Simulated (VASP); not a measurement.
# Au: single point with PBEsol

The system is Au.

```
CELL_PARAMETERS angstrom
-1.65727 1.65727 1.64898
1.65727 -1.65727 1.64898
1.65727 1.65727 -1.64898
ATOMIC_POSITIONS crystal
Au 0.00000 0.00000 0.00000
```

This cell differs from its parent crystal: strain -0.0050 x Voigt [0, 0, 1, 0, 0, 0].

| Property | Result |
| --- | --- |
| Program | VASP 6.6.1 |
| Task | single point |
| Functional | PBEsol |
| Potentials or basis | VASP PAW PBE potentials, release 64 (Au) |
| Cutoff | 520 eV |
| k mesh | 20 × 20 × 20 |
| Occupations | gaussian, width 0.15 eV |
| Spin | no spin polarisation |
| Dipole correction | no |
| Further INCAR settings | ALGO = Normal; EDIFF = 1e-07; NBANDS = 12 |

The pressure is -9.1 GPa.

Levels at points of the mesh, in eV from the Fermi level:
```tsv
k point	band 3	band 4	band 5	band 6	band 7	band 8	band 9	band 10
(0.00, 0.00, 0.00)	-4.55	-4.55	-2.80	-2.77	16.43	16.43	16.51	23.14
(0.50, 0.00, 0.00)	-2.92	-2.60	-1.40	-0.44	3.20	12.26	13.39	20.86
(0.50, 0.50, 0.00)	-2.95	-2.62	-1.41	-0.47	3.16	12.33	13.50	21.01
(0.50, 0.50, 0.50)	-1.75	-1.75	-1.74	6.12	6.12	6.26	8.96	15.27
```

It took 30 s on 1 thread of Intel(R) Xeon(R) 6975P-C (Granite Rapids), with other jobs on the host, peak memory 0.25 GiB.

Caveat: the cell differs from its parent crystal (strain -0.0050 x Voigt [0, 0, 1, 0, 0, 0]); the PAW data sets were made with another functional, which shifts forces and pressure a little; spin-orbit coupling is left out, which moves the levels of the heavy elements.
